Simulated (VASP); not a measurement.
Write the native input for VASP 6.6.1 that does the following.

```yaml
Task: single point
Functional: PBE
Potentials_or_basis: VASP PAW PBE potentials, release 64 (Te, Sb, Ge_d)
Cutoff: 520 eV
k_mesh: 7 × 7 × 7
Occupations: fermi-dirac, width 0.05 eV
Spin: no spin polarisation
Dipole_correction: no
Further_INCAR_settings: ALGO = Normal; EDIFF = 1e-07; NBANDS = 33
```

The structure of GeSb2Te4 lies in POSCAR:

```
GeSb2Te4
1.0
    2.1617060604      1.2480615759     13.1639201490
   -2.1617060604      1.2480615759     13.1639201490
    0.0000000000     -2.4961231518     13.1639201490
Te Sb Ge
4 2 1
Direct
    0.7083029041      0.7083029041      0.7083029041
    0.2916970959      0.2916970959      0.2916970959
    0.5699889041      0.5699889041      0.5699889041
    0.4300110959      0.4300110959      0.4300110959
    0.8592027721      0.8592027721      0.8592027721
    0.1407972279      0.1407972279      0.1407972279
    0.0000000000      0.0000000000      0.0000000000
```

These files were run (other wordings do the same):

INCAR

```
SYSTEM = GeSb2Te4
ALGO = Normal
EDIFF = 1E-7
ENCUT = 520
GGA = PE
ISIF = 2
ISMEAR = -1
LASPH = .True.
LCHARG = .False.
LREAL = .False.
LWAVE = .False.
NBANDS = 33
NELM = 80
PREC = Accurate
SIGMA = 0.05
```

KPOINTS

```
k-points
0
Gamma
  7 7 7
  0 0 0
```

Potentials or basis: VASP PAW PBE potentials, release 64 (Te, Sb, Ge_d).

Launch:

```bash
$ cat potpaw_PBE.64/Te/POTCAR potpaw_PBE.64/Sb/POTCAR potpaw_PBE.64/Ge_d/POTCAR > POTCAR
$ mpirun -np 1 vasp_std > vasp.out
```

Results of the run:

```yaml
Pressure: 0.0 GPa
Largest_force: 0.021 eV/Å
Band_gap_on_the_k_mesh: zero (bands 24 and 25 overlap by 0.19 eV)
```

Caveat: spin-orbit coupling is left out, which moves the levels of the heavy elements.

Wall time 38 min on 1 thread of Intel(R) Xeon(R) 6975P-C (Granite Rapids) (shared host), peak memory 1.9 GiB.
